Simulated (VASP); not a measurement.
# Ag2O (Pn-3m) in VASP: notebook, part 2 of 2

VASP 6.6.1. Earlier steps stand in the parts before.

### 5 Single point, RPBE (19.17 Å³/atom)

This run uses another cell than the first one, of 19.17 Å³/atom.

INCAR

```
SYSTEM = Ag2O
PREC = Accurate
ENCUT = 600
EDIFF = 1E-6
ISMEAR = 0
SIGMA = 0.05
LREAL = .FALSE.
LASPH = .TRUE.
NELM = 120
ALGO = Normal
ISIF = 2
LWAVE = .FALSE.
LCHARG = .FALSE.
GGA = RP
NBANDS = 37
GGA_COMPAT = .FALSE.
```

KPOINTS

```
Automatic mesh
0
G
  6 6 6
  0 0 0
```

POSCAR

```
Ag2O
1.0
    4.8635413775      0.0000000000      0.0000000000
    0.0000000000      4.8635413775      0.0000000000
    0.0000000000      0.0000000000      4.8635413775
Ag O
4 2
Direct
    0.7500000000      0.7500000000      0.7500000000
    0.7500000000      0.2500000000      0.2500000000
    0.2500000000      0.2500000000      0.7500000000
    0.2500000000      0.7500000000      0.2500000000
    0.0000000000      0.0000000000      0.0000000000
    0.5000000000      0.5000000000      0.5000000000
```

Potentials or basis: VASP PAW PBE potentials, release 64 (Ag, O).

Run with:

```bash
$ cat potpaw_PBE.64/Ag/POTCAR potpaw_PBE.64/O/POTCAR > POTCAR
$ mpirun -np 1 vasp_std > vasp.out
```

OUTCAR:

```text
SYSTEM = Ag2O
   PREC = Accurate
   ENCUT = 600
   EDIFF = 1E-6
   ISMEAR = 0
   LREAL = .FALSE.
   LASPH = .TRUE.
   NELM = 120
   ISIF = 2
   GGA = RP

 ion  position               nearest neighbor table
   1  0.750  0.750  0.750-   5 2.11   6 2.11   4 3.44   2 3.44   3 3.44   2 3.44   4 3.44   2 3.44
                             3 3.44   2 3.44   3 3.44   4 3.44   4 3.44   3 3.44
   2  0.750  0.250  0.250-   5 2.11   6 2.11   4 3.44   1 3.44   3 3.44   1 3.44   3 3.44   1 3.44
                             4 3.44   1 3.44   3 3.44   4 3.44   3 3.44   4 3.44
   3  0.250  0.250  0.750-   5 2.11   6 2.11   4 3.44   1 3.44   2 3.44   2 3.44   4 3.44   1 3.44
                             4 3.44   4 3.44   1 3.44   2 3.44   2 3.44   1 3.44
   4  0.250  0.750  0.250-   5 2.11   6 2.11   3 3.44   1 3.44   2 3.44   1 3.44   3 3.44   2 3.44
                             3 3.44   3 3.44   1 3.44   2 3.44   1 3.44   2 3.44
   5  0.000  0.000  0.000-   1 2.11   2 2.11   3 2.11   4 2.11
   6  0.500  0.500  0.500-   1 2.11   2 2.11   3 2.11   4 2.11

  LATTYP: Found a simple cubic cell.
 ALAT       =     4.8635413775

  Lattice vectors:

 A1 = (   4.8635413775,   0.0000000000,   0.0000000000)
 A2 = (   0.0000000000,   4.8635413775,   0.0000000000)
[... 186 lines left out ...]
 fundamental gap:      0.2949867775
 Fermi energy:         3.8154926968

 k-point     1 :       0.0000    0.0000    0.0000
  band No.  band energies     occupation
      1     -14.4112      2.00000
      2     -13.8915      2.00000
      3      -2.2340      2.00000
      4      -2.2340      2.00000
      5      -2.2340      2.00000
      6      -0.2213      2.00000
[... 789 lines left out ...]
     36       9.8177      0.00000
     37      16.3697      0.00000

------------------------ aborting loop because EDIFF is reached ----------------------------------------

  FORCE on cell =-STRESS in cart. coord.  units (eV):
  Direction    XX          YY          ZZ          XY          YZ          ZX
  --------------------------------------------------------------------------------------
  -------------------------------------------------------------------------------------
  Total        0.8318669      0.8318669      0.8318669      0.0000000     -0.0000000      0.0000000
  in kB       11.5852818     11.5852818     11.5852818      0.0000000     -0.0000000      0.0000000
  external PRESSURE =      11.5852818 kB  Pullay stress =       0.0000000 kB

 VOLUME and BASIS-vectors are now :
 -----------------------------------------------------------------------------
  energy-cutoff  :      600.00
  volume of cell :      115.04
      direct lattice vectors                 reciprocal lattice vectors
     4.863541377  0.000000000  0.000000000     0.205611492  0.000000000  0.000000000
     0.000000000  4.863541377  0.000000000     0.000000000  0.205611492  0.000000000
     0.000000000  0.000000000  4.863541377     0.000000000  0.000000000  0.205611492

 POSITION                                       TOTAL-FORCE (eV/Angst)
 -----------------------------------------------------------------------------------
      3.64766      3.64766      3.64766         0.000000     -0.000000     -0.000000
      3.64766      1.21589      1.21589         0.000000      0.000000      0.000000
      1.21589      1.21589      3.64766         0.000000      0.000000     -0.000000
      1.21589      3.64766      1.21589        -0.000000      0.000000     -0.000000
      0.00000      0.00000      0.00000         0.000000     -0.000000     -0.000000
      2.43177      2.43177      2.43177         0.000000     -0.000000     -0.000000
 -----------------------------------------------------------------------------------
    total drift:                                0.000000      0.000000      0.000000

  FREE ENERGIE OF THE ION-ELECTRON SYSTEM (eV)
  ---------------------------------------------------
  free  energy   TOTEN  =       -18.9797883388 eV

  energy  without entropy=      -18.9793633082  energy(sigma->0) =      -18.97957582
```

stdout:

```text
POSCAR found type information on POSCAR AgO
 POSCAR found :  2 types and       6 ions
 scaLAPACK will be used
 -----------------------------------------------------------------------------
|                                                                             |
|                                                                             |
|     You enforced a specific xc type in the INCAR file but a different       |
|     I HOPE YOU KNOW WHAT YOU ARE DOING!                                     |
|                                                                             |
 -----------------------------------------------------------------------------

 LDA part: xc-table for (Slater+PW92), standard interpolation
 POSCAR, INCAR and KPOINTS ok, starting setup
 FFT: planning ... GRIDC
 FFT: planning ... GRID_SOFT
 FFT: planning ... GRID
 WAVECAR not read
 entering main loop
```

Run time: 58 s. Hardware: 1 thread of AMD EPYC 9R45 (Zen 5), shared host; peak memory 0.25 GiB.

What came out:

```yaml
Free_energy: -18.9798 eV
Pressure: 1.2 GPa
Band_gap_on_the_k_mesh: zero (filled and empty bands touch)
```

Caveat: the PAW data sets were made with another functional, which shifts forces and pressure a little.

### 6 Single point, BLYP (19.65 Å³/atom)

This run uses another cell than the first one, of 19.65 Å³/atom.

INCAR: that of step 5 with these lines changed.

```diff
@@ -13,3 +13,7 @@
 LCHARG = .FALSE.
-GGA = RP
+GGA = B5
+ALDAX = 1.0
+AGGAX = 1.0
+AGGAC = 1.0
+ALDAC = 0.0
 NBANDS = 37
```

KPOINTS

```
regular mesh
0
G
  6 6 6
  0 0 0
```

POSCAR: that of step 5 with these lines changed.

```diff
@@ -2,5 +2,5 @@
 1.0
-    4.8635413775      0.0000000000      0.0000000000
-    0.0000000000      4.8635413775      0.0000000000
-    0.0000000000      0.0000000000      4.8635413775
+    4.9031221740      0.0000000000      0.0000000000
+    0.0000000000      4.9031221740      0.0000000000
+    0.0000000000      0.0000000000      4.9031221740
 Ag O
```

Potentials or basis: VASP PAW PBE potentials, release 64 (Ag, O).

Run with:

```bash
$ cat potpaw_PBE.64/Ag/POTCAR potpaw_PBE.64/O/POTCAR > POTCAR
$ mpirun -np 1 vasp_std > vasp.out
```

It took 85 s on 1 thread of AMD EPYC 9R45 (Zen 5), shared host; peak memory 0.25 GiB.

The run converged. Its results:

* Free energy: -19.4433 eV
* Pressure: 0.1 GPa
* Band gap on the k mesh: zero (filled and empty bands touch)

Levels at points of the mesh, in eV from the Fermi level:
```csv
k point,band 26,band 27,band 28,band 29,band 30,band 31
"(0.00, 0.00, 0.00)",-0.03,-0.02,-0.02,-0.02,2.54,2.54
"(0.50, 0.00, 0.00)",-1.35,-0.41,-0.41,2.03,2.03,4.92
"(0.50, 0.50, 0.00)",-1.36,-0.71,-0.71,2.24,2.24,3.70
"(0.50, 0.50, 0.50)",-0.62,-0.62,-0.62,3.01,3.01,3.01
```

Caveat: the PAW data sets were made with another functional, which shifts forces and pressure a little.

### 7 Overview

| level | cell | gap on the mesh (eV) | pressure (GPa) |
| --- | --- | --- | --- |
| RPBE | a = 4.830 Å, 6 atoms | none | 2.5 |
| BLYP | a = 4.837 Å, 6 atoms | 0.04 | 2.9 |
| BLYP | a = 4.870 Å, 6 atoms | - | 1.4 |
| RPBE | a = 4.864 Å, 6 atoms | none | 1.2 |
| BLYP | a = 4.903 Å, 6 atoms | none | 0.1 |

Alike in all rows: task single point; potentials or basis VASP PAW PBE potentials, release 64 (Ag, O); no spin polarisation; k mesh 6 × 6 × 6; cutoff (eV) 600; smearing gaussian 0.05 eV.

Caveats: the PAW data sets were made with another functional, which shifts forces and pressure a little.

Absolute energies hang on the potentials; compare differences alone.
